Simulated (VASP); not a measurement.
# CaC2 (I4/mmm) in VASP: further runs

Runs on CaC2. Level: LDA. Tasks: single point.

All numbers are computed with VASP 6.6.1; they aren't measurements. Logs are shortened: lines on timing, memory, paths and dates and some standing lists are left out, and cuts for length are marked.

## 1. The cell of the first run

It takes space group I4/mmm (No. 139, tetragonal). Conventional cell: a = 3.675 Å, b = 3.675 Å, c = 6.404 Å, α = 90.00°, β = 90.00°, γ = 90.00°. Within 3.4 Å of Ca (site symmetry 4/mmm) lie 10 C at 2.58 to 2.67 Å. C (site symmetry 4mm) has 1 C at 1.25 Å within 1.7 Å.

## 2. Single point, LDA (strain -0.050 along x and y, +0.000 along z)

File INCAR:

```
PREC = Accurate
ENCUT = 520
EDIFF = 1E-7
ISMEAR = 0
SIGMA = 0.05
LREAL = False
LASPH = True
NELM = 60
ALGO = Normal
ISIF = 2
LWAVE = False
LCHARG = False
GGA = CA
NBANDS = 16
```

File KPOINTS:

```
regular mesh
0
Gamma
  10 10 10
```

File POSCAR:

```
CaC2
1.0
   -1.8375836694      1.8375836694      3.2021112425
    1.8375836694     -1.8375836694      3.2021112425
    1.8375836694      1.8375836694     -3.2021112425
Ca C
1 2
Direct
    0.0000000000      0.0000000000      0.0000000000
    0.5978927200      0.5978927200      0.0000000000
    0.4021072800      0.4021072800      0.0000000000
```

Potentials or basis: VASP PAW LDA potentials, release 64 (Ca_sv, C).

Started as:

```console
$ cat potpaw_LDA.64/Ca_sv/POTCAR potpaw_LDA.64/C/POTCAR > POTCAR
$ mpirun -np 1 vasp_std > vasp.out
```

OUTCAR:

```text
PREC = Accurate
   ENCUT = 520
   EDIFF = 1E-7
   ISMEAR = 0
   LREAL = False
   LASPH = True
   NELM = 60
   ISIF = 2
   GGA = CA

 ion  position               nearest neighbor table
   1  0.000  0.000  0.000-   2 2.58   3 2.58
   2  0.598  0.598  0.000-   3 1.25   1 2.58
   3  0.402  0.402  0.000-   2 1.25   1 2.58

  LATTYP: Found a body centered tetragonal cell.
 ALAT       =     3.6751673388
 C/A-ratio  =     1.7425662275

  Lattice vectors:

 A1 = (  -1.8375836694,   1.8375836694,   3.2021112425)
 A2 = (   1.8375836694,  -1.8375836694,   3.2021112425)
 A3 = (   1.8375836694,   1.8375836694,  -3.2021112425)

Analysis of symmetry for initial positions (statically):
=====================================================================
 Subroutine PRICEL returns:
 Original cell was already a primitive cell.

 Routine SETGRP: Setting up the symmetry group for a
 body centered tetragonal supercell.

 Subroutine GETGRP returns: Found 16 space group operations
 (whereof 16 operations were pure point group operations)
 out of a pool of 16 trial point group operations.

The static configuration has the point symmetry D_4h.

Analysis of symmetry for dynamics (positions and initial velocities):
=====================================================================
 Subroutine PRICEL returns:
 Original cell was already a primitive cell.

 Routine SETGRP: Setting up the symmetry group for a
 body centered tetragonal supercell.

 Subroutine GETGRP returns: Found 16 space group operations
 (whereof 16 operations were pure point group operations)
 out of a pool of 16 trial point group operations.

The dynamic configuration has the point symmetry D_4h.

 Subroutine INISYM returns: Found 16 space group operations
 (whereof 16 operations are pure point group operations),
 and found     1 'primitive' translations

----------------------------------------------------------------------------------------

                                     Primitive cell

  volume of cell :      43.2505

  direct lattice vectors                    reciprocal lattice vectors
    -1.837583669  1.837583669  3.202111243     0.000000000  0.272096454  0.156146980
     1.837583669 -1.837583669  3.202111243     0.272096454  0.000000000  0.156146980
     1.837583669  1.837583669 -3.202111243     0.272096454  0.272096454  0.000000000

  length of vectors
     4.123947610  4.123947610  4.123947610     0.313717005  0.313717005  0.384802495

  position of ions in fractional coordinates (direct lattice)
     0.000000000  0.000000000  0.000000000
     0.597892720  0.597892720  0.000000000
     0.402107280  0.402107280  0.000000000

  ion indices of the primitive-cell ions
   primitive index   ion index
                 1           1
                 2           2
                 3           3

----------------------------------------------------------------------------------------

 KPOINTS: regular mesh

Automatic generation of k-mesh.
 Grid dimensions read from file:
 generate k-points for:   10   10   10

 Generating k-lattice:

  Cartesian coordinates                     Fractional coordinates (reciprocal lattice)
     0.000000000  0.027209645  0.015614698     0.100000000  0.000000000  0.000000000
     0.027209645  0.000000000  0.015614698     0.000000000  0.100000000  0.000000000
     0.027209645  0.027209645  0.000000000     0.000000000  0.000000000  0.100000000

  Length of vectors
     0.031371701  0.031371701  0.038480250

  Shift w.r.t. Gamma in fractional coordinates (k-lattice)
     0.000000000  0.000000000  0.000000000

 Subroutine IBZKPT returns following result:
 ===========================================

 Found    102 irreducible k-points:

 Following reciprocal coordinates:
            Coordinates               Weight
  0.000000  0.000000  0.000000      1.000000
  0.100000  0.000000 -0.000000      8.000000
  0.200000  0.000000 -0.000000      8.000000
  0.300000  0.000000  0.000000      8.000000
  0.400000 -0.000000  0.000000      8.000000
  0.500000 -0.000000  0.000000      4.000000
[... 16 lines left out ...]
  0.300000  0.300000  0.000000      8.000000
  0.400000  0.300000  0.000000     16.000000
 [... further k-points ...]
   k-points           NKPTS =    102   k-points in BZ     NKDIM =    102   number of bands    NBANDS=     16
   number of dos      NEDOS =    301   number of ions     NIONS =      3
   total plane-waves  NPLWV =  32768
   dimension x,y,z NGX =    32 NGY =   32 NGZ =   32
   dimension x,y,z NGXF=    64 NGYF=   64 NGZF=   64
   ions per type =               1   2
   NGX,Y,Z   is equivalent  to a cutoff of  12.90, 12.90, 12.90 a.u.
   NGXF,Y,Z  is equivalent  to a cutoff of  25.80, 25.80, 25.80 a.u.
 SYSTEM =  unknown system
   PREC   = accura    normal or accurate (medium, high low for compatibility)
   ISTART =      0    job   : 0-new  1-cont  2-samecut
   ICHARG =      2    charge: 1-file 2-atom 10-const
   ISPIN  =      1    spin polarized calculation?
[... 26 lines left out ...]
  volume/ion in A,a.u.               =      14.42        97.29
  Fermi-wavevector in a.u.,A,eV,Ry     =   1.222275  2.309764 20.326494  1.493955
  Thomas-Fermi vector in A             =   2.357427
   LORBIT       =      0    0 simple, 1 ext, 2 COOP (PROOUT), +10 PAW based schemes
   GGA     = CA    functional components
   LHFCALC =     F    Hartree Fock is set to
   AEXX    =    0.0000 exact exchange contribution
   IVDW    =     0    specifies the selected vdW correction
   LEPSILON=     F    determine dielectric tensor
   LRPA    =     F    only Hartree local field effects (RPA)
 non-spin polarized calculation
 Gauss-broadening in eV      SIGMA  =   0.05
  energy-cutoff  :      520.00
  volume of cell :       43.25
 maximum number of plane-waves:      1184
   NGX = 15   NGY = 15   NGZ = 15

 number of electron      18.0000002 magnetization

 Free energy of the ion-electron system (eV)
  ---------------------------------------------------
  ext. energy  EPLUGINS =         0.00000000
  ---------------------------------------------------
  free energy    TOTEN  =       -22.14998533 eV

  energy without entropy =      -22.14998533  energy(sigma->0) =      -22.14998533

 E-fermi :   2.4233     XC(G=0): -10.2824

 val. band max:        2.0868271064   @ k =   0.5000   0.5000   0.5000
 cond. band min:       2.7054217734   @ k =   0.5000   0.5000   0.0000
 fundamental gap:      0.6185946670
 Fermi energy:         2.4233402037

 k-point     1 :       0.0000    0.0000    0.0000
  band No.  band energies     occupation
      1     -36.2235      2.00000
      2     -17.5376      2.00000
      3     -17.5376      2.00000
      4     -17.4314      2.00000
      5     -11.1435      2.00000
      6      -1.0825      2.00000
[... 8 lines left out ...]
     15      11.6173      0.00000
     16      11.6173      0.00000

 k-point     2 :       0.1000    0.0000   -0.0000
  band No.  band energies     occupation
      1     -36.2215      2.00000
      2     -17.5666      2.00000
      3     -17.5361      2.00000
      4     -17.4370      2.00000
      5     -11.0795      2.00000
      6      -1.2943      2.00000
[... 8 lines left out ...]
     15      11.2747      0.00000
     16      11.4643      0.00000

 k-point     3 :       0.2000    0.0000   -0.0000
  band No.  band energies     occupation
      1     -36.2163      2.00000
      2     -17.6427      2.00000
      3     -17.5322      2.00000
      4     -17.4495      2.00000
      5     -10.9108      2.00000
      6      -1.7141      2.00000
[... 8 lines left out ...]
     15      10.5169      0.00000
     16      11.0014      0.00000

 k-point     4 :       0.3000    0.0000    0.0000
  band No.  band energies     occupation
      1     -36.2098      2.00000
      2     -17.7348      2.00000
      3     -17.5273      2.00000
      4     -17.4632      2.00000
      5     -10.6992      2.00000
      6      -2.1437      2.00000
[... 8 lines left out ...]
     15       9.8025      0.00000
     16      10.2511      0.00000
[... 324 lines left out ...]
 k-point    22 :      -0.2000    0.2000    0.0000
  band No.  band energies     occupation
      1     -36.2114      2.00000
      2     -17.6480      2.00000
      3     -17.5897      2.00000
      4     -17.4443      2.00000
      5     -10.8286      2.00000
      6      -1.3126      2.00000
[... 8 lines left out ...]
     15       9.9877      0.00000
     16      11.7507      0.00000

 k-point    23 :       0.3000    0.3000    0.0000
  band No.  band energies     occupation
      1     -36.1978      2.00000
      2     -17.7023      2.00000
      3     -17.6685      2.00000
      4     -17.4852      2.00000
      5     -10.6120      2.00000
      6      -2.1895      2.00000
[... 8 lines left out ...]
     15      10.0077      0.00000
     16      10.8618      0.00000

 k-point    24 :       0.4000    0.3000    0.0000
  band No.  band energies     occupation
      1     -36.1944      2.00000
      2     -17.7386      2.00000
      3     -17.6613      2.00000
      4     -17.4841      2.00000
      5     -10.6168      2.00000
      6      -1.9410      2.00000
[... 8 lines left out ...]
     15      10.4859      0.00000
     16      10.7358      0.00000

 [... further k-points ...]
[... 5 lines left out ...]
  --------------------------------------------------------------------------------------
  -------------------------------------------------------------------------------------
  Total        1.0445460      1.0445460     -1.0217832      0.0000000      0.0000000     -0.0000000
  in kB       38.6943469     38.6943469    -37.8511171      0.0000000      0.0000000     -0.0000000
  external PRESSURE =      13.1791922 kB  Pullay stress =       0.0000000 kB

 VOLUME and BASIS-vectors are now :
 -----------------------------------------------------------------------------
  energy-cutoff  :      520.00
  volume of cell :       43.25
      direct lattice vectors                 reciprocal lattice vectors
    -1.837583669  1.837583669  3.202111243     0.000000000  0.272096454  0.156146980
     1.837583669 -1.837583669  3.202111243     0.272096454  0.000000000  0.156146980
     1.837583669  1.837583669 -3.202111243     0.272096454  0.272096454  0.000000000

 POSITION                                       TOTAL-FORCE (eV/Angst)
 -----------------------------------------------------------------------------------
      0.00000      0.00000      0.00000        -0.000000     -0.000000      0.000000
      0.00000      0.00000      3.82904         0.000000      0.000000      0.007760
      0.00000      0.00000      2.57518        -0.000000     -0.000000     -0.007760
 -----------------------------------------------------------------------------------
    total drift:                                0.000000      0.000000      0.000000

  FREE ENERGIE OF THE ION-ELECTRON SYSTEM (eV)
  ---------------------------------------------------
  free  energy   TOTEN  =       -22.1499853299 eV

  energy  without entropy=      -22.1499853299  energy(sigma->0) =      -22.14998533
```

Run time: 61 s. Hardware: 1 thread of Intel Xeon Platinum 8259CL at 2.50GHz (Skylake/Cascade Lake), shared host; peak memory 0.2 GiB.

Results:

```
Free energy            : -22.1500 eV
Pressure               : 1.3 GPa
Largest force          : 0.008 eV/Å
Band gap on the k mesh : 0.62 eV, indirect (least direct gap 1.85 eV)
```

Forces on the atoms (eV/Å):
```
Ca   0.000  0.000  0.000
C    0.000  0.000  0.008
C    0.000  0.000 -0.008
```

Levels at points of the mesh, in eV from the valence-band top:
```csv
k point,band 6,band 7,band 8,band 9,band 10,band 11,band 12,band 13
"(0.00, 0.00, 0.00)",-3.17,-2.22,-1.17,-1.17,2.90,2.90,3.87,5.52
"(0.50, 0.00, 0.00)",-4.67,-2.77,-2.23,-1.11,4.62,5.76,6.16,6.42
"(0.50, 0.50, 0.00)",-3.11,-3.05,-1.89,-1.23,0.62,5.11,6.77,7.55
"(0.50, 0.50, 0.50)",-4.90,-1.79,-1.79,0.00,2.80,6.31,6.31,6.36
```

Caveat: the cell differs from its parent crystal (strain -0.050 along x and y, +0.000 along z). A k mesh can miss the band edges.

## 3. Single point, LDA (strain -0.050 along x and y, +0.025 along z)

File INCAR:

```
SYSTEM = CaC2
PREC = Accurate ; ENCUT = 520
EDIFF = 1E-7 ; ISMEAR = 0
SIGMA = 0.05 ; LREAL = .FALSE.
LASPH = .TRUE. ; NELM = 80
ALGO = Normal ; ISIF = 2
LWAVE = .FALSE. ; LCHARG = .FALSE.
NBANDS = 16
```

File KPOINTS:

```
regular mesh
0
G
  10 10 10
  0 0 0
```

File POSCAR:

```
CaC2
1.0
   -1.8375836694      1.8375836694      3.2821640236
    1.8375836694     -1.8375836694      3.2821640236
    1.8375836694      1.8375836694     -3.2821640236
Ca C
1 2
Direct
    0.0000000000      0.0000000000      0.0000000000
    0.5978927200      0.5978927200      0.0000000000
    0.4021072800      0.4021072800      0.0000000000
```

Potentials or basis: VASP PAW LDA potentials, release 64 (Ca_sv, C).

Started as:

```console
$ cat potpaw_LDA.64/Ca_sv/POTCAR potpaw_LDA.64/C/POTCAR > POTCAR
$ mpirun -np 1 vasp_std > vasp.out
```

It took 63 s on 1 thread of Intel Xeon Platinum 8259CL at 2.50GHz (Skylake/Cascade Lake), shared host; peak memory 0.2 GiB.

Results (log left out):

| Property | Result |
| --- | --- |
| Free energy | -22.0779 eV |
| Pressure | -3.4 GPa |
| Largest force | 2.034 eV/Å |
| Band gap on the k mesh | 0.52 eV, indirect (least direct gap 1.74 eV) |

Forces on the atoms (eV/Å):
```
Ca   0.000  0.000  0.000
C    0.000  0.000 -2.034
C    0.000  0.000  2.034
```

Stress tensor (GPa, compression positive):
```
  3.50   0.00   0.00
  0.00   3.50   0.00
  0.00   0.00 -17.22
```

Levels at points of the mesh, in eV from the valence-band top:
```csv
k point,band 6,band 7,band 8,band 9,band 10,band 11,band 12,band 13
"(0.00, 0.00, 0.00)",-3.18,-2.49,-1.15,-1.15,2.78,2.78,3.68,5.42
"(0.50, 0.00, 0.00)",-4.74,-2.85,-2.21,-1.21,4.32,5.47,5.99,6.24
"(0.50, 0.50, 0.00)",-3.32,-3.02,-1.92,-1.23,0.52,4.63,6.61,7.38
"(0.50, 0.50, 0.50)",-5.09,-1.74,-1.74,0.00,2.73,5.86,5.86,6.17
```

Caveat: the cell differs from its parent crystal (strain -0.050 along x and y, +0.025 along z); forces of over 1 eV/Å act on the atoms, so gaps and moduli don't describe the material at rest. A k mesh can miss the band edges.

## 4. Single point, LDA (strain -0.025 along x and y, -0.025 along z)

File INCAR:

```
SYSTEM = CaC2
PREC = Accurate
ENCUT = 520
EDIFF = 1E-7
ISMEAR = 0
SIGMA = 0.05
LREAL = .False.
LASPH = .True.
NELM = 80
ALGO = Normal
ISIF = 2
LWAVE = .False.
LCHARG = .False.
NBANDS = 16
```

File KPOINTS:

```
regular mesh
0
Gamma
  10 10 10
  0 0 0
```

File POSCAR:

```
CaC2
1.0
   -1.8859411344      1.8859411344      3.1220584614
    1.8859411344     -1.8859411344      3.1220584614
    1.8859411344      1.8859411344     -3.1220584614
Ca C
1 2
Direct
    0.0000000000      0.0000000000      0.0000000000
    0.5978927200      0.5978927200      0.0000000000
    0.4021072800      0.4021072800      0.0000000000
```

Started as:

```console
$ cat potpaw_LDA.64/Ca_sv/POTCAR potpaw_LDA.64/C/POTCAR > POTCAR
$ mpirun -np 1 vasp_std > vasp.out
```

Wall time 72 s (1 thread of Intel Xeon Platinum 8259CL at 2.50GHz (Skylake/Cascade Lake), shared host); peak memory 0.2 GiB.

It converged, with:

| Quantity | Value |
| --- | --- |
| Free energy | -22.1462 eV |
| Pressure | 3.7 GPa |
| Largest force | 2.562 eV/Å |
| Band gap on the k mesh | 1.00 eV, indirect (least direct gap 2.15 eV) |

Forces in eV/Å, atoms in the order of the input:
```
Ca   0.000  0.000  0.000
C    0.000  0.000  2.562
C    0.000  0.000 -2.562
```

Stress tensor (GPa, compression positive):
```
-0.36  0.00  0.00
 0.00 -0.36  0.00
 0.00  0.00 11.97
```

Levels at points of the mesh, in eV from the valence-band top:
| k point | band 5 | band 6 | band 7 | band 8 | band 9 | band 10 | band 11 | band 12 | band 13 | band 14 |
| --- | --- | --- | --- | --- | --- | --- | --- | --- | --- | --- |
| (0.00, 0.00, 0.00) | -13.05 | -2.93 | -1.87 | -1.10 | -1.10 | 3.12 | 3.12 | 4.26 | 5.38 | 6.01 |
| (0.50, 0.00, 0.00) | -12.47 | -4.37 | -2.47 | -2.06 | -0.86 | 5.01 | 6.11 | 6.24 | 6.47 | 6.53 |
| (0.50, 0.50, 0.00) | -12.68 | -2.92 | -2.78 | -1.72 | -1.15 | 1.00 | 5.93 | 6.73 | 7.51 | 7.90 |
| (0.50, 0.50, 0.50) | -12.74 | -4.43 | -1.75 | -1.75 | -0.02 | 3.02 | 6.27 | 6.48 | 6.93 | 6.93 |

Caveat: the cell differs from its parent crystal (strain -0.025 along x and y, -0.025 along z); forces of over 1 eV/Å act on the atoms, so gaps and moduli don't describe the material at rest. A k mesh can miss the band edges.

## 5. Single point, LDA (strain -0.050 along x and y, +0.050 along z)

File INCAR:

```
PREC = Accurate
ENCUT = 520
EDIFF = 1E-6
ISMEAR = 0
SIGMA = 0.05
LREAL = False
LASPH = True
NELM = 100
ALGO = Normal
ISIF = 2
LWAVE = False
LCHARG = False
NBANDS = 16
```

File KPOINTS:

```
Automatic mesh
0
Gamma
  10 10 10
```

File POSCAR:

```
CaC2
1.0
   -1.8375836694      1.8375836694      3.3622168046
    1.8375836694     -1.8375836694      3.3622168046
    1.8375836694      1.8375836694     -3.3622168046
Ca C
1 2
Direct
    0.0000000000      0.0000000000      0.0000000000
    0.5978927200      0.5978927200      0.0000000000
    0.4021072800      0.4021072800      0.0000000000
```

Started as:

```console
$ cat potpaw_LDA.64/Ca_sv/POTCAR potpaw_LDA.64/C/POTCAR > POTCAR
$ mpirun -np 1 vasp_std > vasp.out
```

It took 70 s on 1 thread of Intel Xeon Platinum 8259CL at 2.50GHz (Skylake/Cascade Lake), shared host; peak memory 0.2 GiB.

Results (log left out):

- Free energy: -21.9252 eV
- Pressure: -7.2 GPa
- Largest force: 3.718 eV/Å
- Band gap on the k mesh: 0.42 eV, indirect (least direct gap 1.64 eV)

Forces in eV/Å, atoms in the order of the input:
```
Ca   0.000  0.000  0.000
C    0.000  0.000 -3.718
C    0.000  0.000  3.718
```

Stress tensor (GPa, compression positive):
```
  3.11   0.00   0.00
  0.00   3.11   0.00
  0.00   0.00 -27.76
```

Levels at points of the mesh, in eV from the valence-band top:
```tsv
k point	band 5	band 6	band 7	band 8	band 9	band 10	band 11	band 12	band 13	band 14
(0.00, 0.00, 0.00)	-13.06	-3.18	-2.74	-1.13	-1.13	2.67	2.67	3.50	5.34	5.75
(0.50, 0.00, 0.00)	-12.39	-4.80	-2.93	-2.18	-1.29	4.03	5.19	5.82	6.08	6.20
(0.50, 0.50, 0.00)	-12.64	-3.51	-2.99	-1.94	-1.22	0.42	4.18	6.46	7.22	7.47
(0.50, 0.50, 0.50)	-12.77	-5.26	-1.69	-1.69	0.00	2.66	5.43	5.43	5.99	6.02
```

Caveat: the cell differs from its parent crystal (strain -0.050 along x and y, +0.050 along z); forces of over 1 eV/Å act on the atoms, so gaps and moduli don't describe the material at rest.

## 6. Overview

| cell | gap on the mesh (eV) | pressure (GPa) | largest force (eV/Å) |
| --- | --- | --- | --- |
| a = 4.124 Å, angles 127.1, 127.1, 78.1°, 3 atoms | 0.62 | 1.3 | 0.01 |
| a = 4.186 Å, angles 127.9, 127.9, 76.7°, 3 atoms | 0.52 | -3.4 | 2.03 |
| a = 4.106 Å, angles 125.3, 125.3, 81.0°, 3 atoms | 1.00 | 3.7 | 2.56 |
| a = 4.249 Å, angles 128.8, 128.8, 75.4°, 3 atoms | 0.42 | -7.2 | 3.72 |

Alike in all rows: task single point; level LDA; potentials or basis VASP PAW LDA potentials, release 64 (Ca_sv, C); no spin polarisation; k mesh 10 × 10 × 10; cutoff (eV) 520; smearing gaussian 0.05 eV.

Caveats: forces of over 1 eV/Å act on the atoms, so gaps and moduli don't describe the material at rest (some runs).

Absolute energies hang on the potentials; compare differences alone.
